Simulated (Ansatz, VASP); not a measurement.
# In: VASP beside Ansatz

Contents of INCAR:

```
SYSTEM = In
PREC = Accurate
ENCUT = 600
EDIFF = 1E-6
ISMEAR = -1
SIGMA = 0.1
LREAL = .False.
LASPH = .True.
NELM = 80
ALGO = Normal
ISIF = 3
LWAVE = .False.
LCHARG = .False.
GGA = RE
IBRION = 2
NSW = 80
EDIFFG = -0.01
```

The input KPOINTS:

```
Automatic mesh
0
Gamma
  7 7 10
  0 0 0
```

File POSCAR:

```
In
1.0
    5.2864609513      0.0000000000      0.0000000000
   -2.6432304757      4.5782094800      0.0000000000
    0.0000000000      0.0000000000      3.2406005632
In
3
Direct
    0.0000000000      0.0000000000      0.0000000000
    0.3333333333      0.6666666667      0.5000000000
    0.6666666667      0.3333333333      0.5000000000
```

Input for Ansatz:

```yaml
crystal:
  lattice:
    - [5.2864609513, 0.0, 0.0]
    - [-2.6432304757, 4.57820948, 0.0]
    - [0.0, 0.0, 3.2406005632]
  atoms:
    - { symbol: In, position: [0.0, 0.0, 0.0] }
    - { symbol: In, position: [0.3333333333, 0.6666666667, 0.5] }
    - { symbol: In, position: [0.6666666667, 0.3333333333, 0.5] }
hamiltonian:
  xc: revpbe
  pseudopotentials:
    kind: paw
    azcp:
      In: "pseudopotentials/In.paw.azcp"
basis:
  ecutwfc: 420
  fft_grid_basis: typed
kpoints:
  mp_grid: { grid: [7, 7, 10], shift: [0, 0, 0] }
magnetization:
  spin_polarized: false
scf:
  occupations: { method: fermi_dirac, width: 0.1 }
relax:
  max_steps: 60
  f_tol: 0.01
  cell: {}
```

Alike in both runs: task relaxation of cell and atoms; functional revPBE; k mesh 7 × 7 × 10; occupations fermi-dirac, width 0.1 eV; no spin polarisation.

|  | VASP | Ansatz |
| --- | --- | --- |
| version | VASP 6.6.1 | Ansatz 0.2.0 |
| potentials or method | VASP PAW PBE potentials, release 64 (In_d), cutoff 600 eV | plane waves (420 eV) with PAW, scalar-relativistic |
| valence electrons in the cell | 39 | 39 |

|  | VASP | Ansatz | Ansatz less VASP |
| --- | --- | --- | --- |
| relaxed volume (Å³/atom) | 28.86 | 28.88 | +0.016 |
| relaxed cell length with the largest relative difference (Å) | 5.440 | 5.441 | +0.0013 |

VASP's potentials were made for PBE, not for revPBE.
